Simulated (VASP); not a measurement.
# HfO2 (Fm-3m) in VASP: further runs, part 3 of 3

VASP 6.6.1. Earlier steps stand in the parts before.

## 5. Relaxation of cell and atoms, PBEsol

This run uses another cell than the first one, of 11.15 Å³/atom, 1.080 times its volume.

INCAR

```
SYSTEM = HfO2
PREC = Accurate
ENCUT = 600
EDIFF = 1E-7
ISMEAR = -1
SIGMA = 0.05
LREAL = .FALSE.
LASPH = .TRUE.
NELM = 100
ALGO = Normal
ISIF = 3
LWAVE = .FALSE.
LCHARG = .FALSE.
GGA = PS
IBRION = 2
NSW = 80
EDIFFG = -0.005
```

KPOINTS

```
Automatic mesh
0
G
  9 9 9
  0 0 0
```

POSCAR

```
HfO2
1.0
    0.0000000000      2.5575000000      2.5575000000
    2.5575000000      0.0000000000      2.5575000000
    2.5575000000      2.5575000000      0.0000000000
Hf O
1 2
Direct
    0.0000000000      0.0000000000      0.0000000000
    0.7500000000      0.7500000000      0.7500000000
    0.2500000000      0.2500000000      0.2500000000
```

Run with:

```bash
$ cat potpaw_PBE.64/Hf_pv/POTCAR potpaw_PBE.64/O/POTCAR > POTCAR
$ mpirun -np 1 vasp_std > vasp.out
```

Wall time 39 s (1 thread of Intel Xeon 6975P-C (Granite Rapids), shared host); peak memory 0.18 GiB.

The run converged. Its results:

```yaml
Free_energy: -31.6470 eV
Relaxed_volume: 10.53 Å³/atom
Relaxed_cell: a = 3.549 Å, b = 3.549 Å, c = 3.549 Å, α = 60.00°, β = 60.00°, γ = 60.00°
Space_group_after_relaxing_to_0.05_Å: Fm-3m (No. 225)
Energy_gained_by_relaxing: 28.0 meV/atom
Ionic_steps: 4
Pressure_after_relaxing: 0.0 GPa
Band_gap_on_the_k_mesh: 3.87 eV, indirect (least direct gap 3.99 eV)
```

The path:
```csv
step,energy change (eV),largest force (eV/Å),pressure (GPa),volume (Å³)
1,0.0000,0.0000,-13.75,33.46
2,0.1213,0.0000,27.65,29.03
3,-0.0839,0.0000,-0.37,31.64
4,-0.0839,0.0000,-0.02,31.60
```

Final structure:
```cif
data_structure
_symmetry_space_group_name_H-M 'P 1'
_symmetry_Int_Tables_number 1
_cell_length_a 3.5487
_cell_length_b 3.5487
_cell_length_c 3.5487
_cell_angle_alpha 60.000
_cell_angle_beta 60.000
_cell_angle_gamma 60.000
_cell_volume 31.60
loop_
_atom_site_label
_atom_site_type_symbol
_atom_site_fract_x
_atom_site_fract_y
_atom_site_fract_z
_atom_site_occupancy
Hf1 Hf 0.00000 0.00000 0.00000 1
O1 O 0.75000 0.75000 0.75000 1
O2 O 0.25000 0.25000 0.25000 1
```

Levels at points of the mesh, in eV from the valence-band top:
```tsv
k point	band 9	band 10	band 11	band 12	band 13	band 14
(0.00, 0.00, 0.00)	-0.58	-0.58	-0.58	3.90	3.90	5.95
```

Caveat: the PAW data sets were made with another functional, which shifts forces and pressure a little; spin-orbit coupling is left out, which moves the levels of the heavy elements.

## 6. Relaxation of cell and atoms, PBEsol, target pressure 5 GPa, at which the enthalpy is minimised

This run uses another cell than the first one, of 11.15 Å³/atom, 1.080 times its volume.

INCAR

```
SYSTEM = HfO2
ALGO     = Normal         ! electronic algorithm
EDIFF    = 1E-6           ! SCF threshold, eV
EDIFFG   = -0.005         ! ionic threshold
ENCUT    = 600            ! plane-wave cutoff, eV
GGA      = PS             ! functional
IBRION   = 2              ! ionic algorithm
ISIF     = 3              ! what is computed and relaxed
ISMEAR   = -1             ! smearing method
LASPH    = .TRUE.         ! aspherical terms in the spheres
LCHARG   = .FALSE.        ! write CHGCAR
LREAL    = .FALSE.        ! projectors in reciprocal space
LWAVE    = .FALSE.        ! write WAVECAR
NELM     = 100            ! most SCF steps
NSW      = 80             ! ionic steps
PREC     = Accurate       ! precision mode
PSTRESS  = 50.0         
SIGMA    = 0.05           ! smearing width, eV
```

KPOINTS

```
k-points
0
G
  9 9 9
  0 0 0
```

POSCAR is that of step 5.

Potentials or basis: VASP PAW PBE potentials, release 64 (Hf_pv, O).

Run with:

```bash
$ cat potpaw_PBE.64/Hf_pv/POTCAR potpaw_PBE.64/O/POTCAR > POTCAR
$ mpirun -np 1 vasp_std > vasp.out
```

It took 53 s on 1 thread of Intel Xeon 6975P-C (Granite Rapids), shared host; peak memory 0.18 GiB.

It converged, with:

```
Free energy                                            : -31.6385 eV
Relaxed volume                                         : 10.35 Å³/atom
Relaxed cell                                           : a = 3.528 Å, b = 3.528 Å, c = 3.528 Å, α = 60.00°, β = 60.00°, γ = 60.00°
Space group after relaxing (to 0.05 Å)                 : Fm-3m (No. 225)
Energy change on relaxing (the enthalpy is what falls) : -25.1 meV/atom
Ionic steps                                            : 7
Pressure after relaxing                                : 5.0 GPa
Band gap on the k mesh                                 : 3.92 eV, indirect (least direct gap 4.04 eV)
```

Step by step:
| step | energy change (eV) | largest force (eV/Å) | pressure (GPa) | volume (Å³) |
| --- | --- | --- | --- | --- |
| 1 | 0.0000 | 0.0000 | -13.74 | 33.46 |
| 2 | 0.4837 | 0.0000 | 50.49 | 27.53 |
| 3 | -0.0777 | 0.0000 | 4.26 | 31.12 |
| 4 | -0.0758 | 0.0000 | 4.87 | 31.06 |
| 5 | -0.0743 | 0.0000 | 5.32 | 31.01 |
| 6 | -0.0768 | 0.0000 | 4.56 | 31.09 |
| 7 | -0.0754 | 0.0000 | 5.00 | 31.04 |

Final structure:
```
Hf O
1.0
     0.00000    2.49448    2.49448
     2.49448    0.00000    2.49448
     2.49448    2.49448    0.00000
Hf O
1 2
Direct
  0.00000 0.00000 0.00000
  0.75000 0.75000 0.75000
  0.25000 0.25000 0.25000
```

Levels at points of the mesh, in eV from the valence-band top:
```
           k point  band 9  band 10  band 11  band 12  band 13  band 14
(0.00, 0.00, 0.00)   -0.59    -0.59    -0.59     3.94     3.94     6.09
```

Caveat: the cell is relaxed towards a set pressure, so the enthalpy falls and the energy may rise; the PAW data sets were made with another functional, which shifts forces and pressure a little; spin-orbit coupling is left out, which moves the levels of the heavy elements. A k mesh can miss the band edges.

## 7. The runs side by side

```tsv
task	cell	cutoff (eV)	gap on the mesh (eV)	pressure (GPa)
single point	a = 3.525 Å, angles 60.0°, 3 atoms	520	3.92	5.9
single point	a = 3.567 Å, angles 60.0°, 3 atoms	520	3.83	-3.7
single point	a = 3.545 Å, angles 60.0°, 3 atoms	520	3.88	1.1
relaxation of cell and atoms	relaxed from a = 3.617 Å, angles 60.0°, 3 atoms	600	3.87	0.0
relaxation of cell and atoms	relaxed to 5 GPa from a = 3.617 Å, angles 60.0°, 3 atoms	600	3.92	5.0
```

Alike in all rows: level PBEsol; potentials or basis VASP PAW PBE potentials, release 64 (Hf_pv, O); no spin polarisation; k mesh 9 × 9 × 9; smearing fermi-dirac 0.05 eV.

Caveats: the PAW data sets were made with another functional, which shifts forces and pressure a little; spin-orbit coupling is left out, which moves the levels of the heavy elements; the cell is relaxed towards a set pressure, so the enthalpy falls and the energy may rise (some runs).

Absolute energies hang on the potentials; compare differences alone.
